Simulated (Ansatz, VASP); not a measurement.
## Na3HfO in VASP and in Ansatz

File INCAR:

```
SYSTEM = Na3HfO
PREC     = Accurate       ! precision mode
ENCUT    = 520            ! plane-wave cutoff, eV
EDIFF    = 1E-6           ! SCF threshold, eV
ISMEAR   = 0              ! smearing method
SIGMA    = 0.1            ! smearing width, eV
LREAL    = .False.        ! projectors in reciprocal space
LASPH    = .True.         ! aspherical terms in the spheres
NELM     = 80             ! most SCF steps
ALGO     = Normal         ! electronic algorithm
ISIF     = 2              ! what is computed and relaxed
LWAVE    = .False.        ! write WAVECAR
LCHARG   = .False.        ! write CHGCAR
GGA      = PE             ! functional
NBANDS   = 26             ! bands
```

Contents of KPOINTS:

```
Automatic mesh
0
Gamma
  6 6 6
  0 0 0
```

POSCAR

```
Na3HfO
1.0
    5.3464873800      0.0000000000      0.0000000000
   -2.6732436900      4.6301938900      0.0000000000
    0.0000000000      0.0000000000      3.6335736600
Na Hf O
3 1 1
Direct
    0.5000000000      0.0000000000      0.5000000000
    0.0000000000      0.5000000000      0.5000000000
    0.5000000000      0.5000000000      0.5000000000
    0.0000000000      0.0000000000      0.0000000000
    0.0000000000      0.0000000000      0.5000000000
```

Input for Ansatz:

```yaml
crystal:
  lattice:
    - [5.34648738, 0.0, 0.0]
    - [-2.67324369, 4.63019389, 0.0]
    - [0.0, 0.0, 3.63357366]
  atoms:
    - { symbol: Na, position: [0.5, 0.0, 0.5] }
    - { symbol: Na, position: [0.0, 0.5, 0.5] }
    - { symbol: Na, position: [0.5, 0.5, 0.5] }
    - { symbol: Hf, position: [0.0, 0.0, 0.0] }
    - { symbol: O, position: [0.0, 0.0, 0.5] }
basis:
  ecutwfc: 420
kpoints:
  mp_grid: { grid: [6, 6, 6] }
hamiltonian:
  xc: pbe
scf:
  occupations: { method: gaussian, width: 0.1 }
  lower_state_search: "off"
output:
  forces: true
  stress: true
  eigenvalues: true
```

Alike in both runs: task single point; functional PBE; k mesh 6 × 6 × 6; occupations gaussian, width 0.1 eV; no spin polarisation.

```csv
,VASP,Ansatz
version,VASP 6.6.1,Ansatz 0.2.0
potentials or method,"VASP PAW PBE potentials, release 64 (Na_pv, Hf_pv, O), cutoff 520 eV","scalar-relativistic, plane waves, PAW"
valence electrons in the cell,37,59
```

Ansatz gave:

```
gap on the k mesh at the Fermi level (eV)                     : none
pressure (GPa)                                                : 26.5
traceless stress, the component that is largest in VASP (GPa) : 23.35
```

Task: What did VASP give for the same quantities?

Result: gap on the k mesh at the Fermi level (eV): none; pressure (GPa): 26.3; traceless stress, the component that is largest in VASP (GPa): 22.81.

A gap of «none» marks a metal or a gap that the smearing closes. VASP's potentials hold 37 valence electrons a cell and Ansatz's 59, so a difference there can come from the potentials and not from the codes.

Spin-orbit coupling is off throughout.
